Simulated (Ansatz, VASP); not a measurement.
# Si8Ni8O: VASP beside Ansatz

INCAR

```
SYSTEM = Si8Ni8O
PREC = Accurate
ENCUT = 520
EDIFF = 1E-6
ISMEAR = 1
SIGMA = 0.1
LREAL = .FALSE.
LASPH = .TRUE.
NELM = 120
ALGO = Normal
ISIF = 2
LWAVE = .FALSE.
LCHARG = .FALSE.
NBANDS = 73
GGA_COMPAT = .FALSE.
```

File KPOINTS:

```
Automatic mesh
0
G
  4 4 4
  0 0 0
```

The input POSCAR:

```
Si8Ni8O
1.0
    0.0000000000      3.3970617500      5.5985038700
    5.1384089300      0.0000000000      5.5985038700
    5.1384089300      3.3970617500      0.0000000000
Si Ni O
8 8 1
Direct
    0.2566776000      0.3096828500      0.4897603300
    0.7460563200      0.8405275600      1.0004222400
    0.2293414800      0.1831096100     -0.0023216100
    0.7487261700      0.6636285500      0.5171731200
    0.1723288200      0.7511113500      0.5741647400
    0.6198771400      0.2718508900      0.1266058400
    0.3317080500      0.7589472300      0.9179844300
    0.8284762100      0.2621914800      0.4147823500
    0.1842432500      0.4980879000      0.0221052900
    0.7244002000      0.9579098800      0.5622109900
    0.2918249000      0.0199030000      0.4546031800
    0.7793034500      0.5242505600      0.9672224600
    0.0685332900      0.7291774500      0.2689462900
    0.4775808500      0.3202028400      0.6778115500
    0.4768567100      0.7238390100      0.2695635800
    0.9915256500      0.2127381800      0.7550205700
    0.7679425100      0.0942171600      0.9785000900
```

Input for Ansatz:

```yaml
crystal:
  lattice:
    - [0.0, 3.39706175, 5.59850387]
    - [5.13840893, 0.0, 5.59850387]
    - [5.13840893, 3.39706175, 0.0]
  atoms:
    - { symbol: Si, position: [0.2566776, 0.30968285, 0.48976033] }
    - { symbol: Si, position: [0.74605632, 0.84052756, 1.00042224] }
    - { symbol: Si, position: [0.22934148, 0.18310961, -0.00232161] }
    - { symbol: Si, position: [0.74872617, 0.66362855, 0.51717312] }
    - { symbol: Si, position: [0.17232882, 0.75111135, 0.57416474] }
    - { symbol: Si, position: [0.61987714, 0.27185089, 0.12660584] }
    - { symbol: Si, position: [0.33170805, 0.75894723, 0.91798443] }
    - { symbol: Si, position: [0.82847621, 0.26219148, 0.41478235] }
    - { symbol: Ni, position: [0.18424325, 0.4980879, 0.02210529] }
    - { symbol: Ni, position: [0.7244002, 0.95790988, 0.56221099] }
    - { symbol: Ni, position: [0.2918249, 0.019903, 0.45460318] }
    - { symbol: Ni, position: [0.77930345, 0.52425056, 0.96722246] }
    - { symbol: Ni, position: [0.06853329, 0.72917745, 0.26894629] }
    - { symbol: Ni, position: [0.47758085, 0.32020284, 0.67781155] }
    - { symbol: Ni, position: [0.47685671, 0.72383901, 0.26956358] }
    - { symbol: Ni, position: [0.99152565, 0.21273818, 0.75502057] }
    - { symbol: O, position: [0.76794251, 0.09421716, 0.97850009] }
basis:
  ecutwfc: 420
  xc_grid: 2
hamiltonian:
  xc: lda
  pseudopotentials: { kind: paw, azcp: { folder: soft_1 } }
kpoints:
  mp_grid: { grid: [4, 4, 4] }
scf:
  occupations: { method: methfessel_paxton, width: 0.1 }
  max_iter: 140
output:
  forces: true
  eigenvalues: true
checkpoint:
  write: "../q0.end.lda.run"
  compress: false
  write_wavefunctions: false
  write_every: 100000
```

Alike in both runs: task single point; functional LDA; k mesh 4 × 4 × 4; occupations methfessel-paxton of order 1, width 0.1 eV; no spin polarisation.

|  | VASP | Ansatz |
| --- | --- | --- |
| version | VASP 6.6.1 | Ansatz 0.2.0 |
| potentials or method | VASP PAW LDA potentials, release 64 (Si, Ni, O), cutoff 520 eV | plane-wave PAW DFT |
| valence electrons in the cell | 118 | 182 |

VASP gave:

```
rms of the force components (eV/Å) : 0.072
```

Question: What did Ansatz give for the same quantities?

Answer: rms of the force components (eV/Å): 0.081.

Ansatz warns that its potentials were made for another functional, while VASP's fit it. LDA's correlation is that of Perdew and Zunger in VASP and of Perdew and Wang (1992) in Ansatz. Atom by atom the forces differ by 0.020 eV/Å (rms over components). VASP's potentials hold 118 valence electrons a cell and Ansatz's 182, so a difference there can come from the potentials and not from the codes.
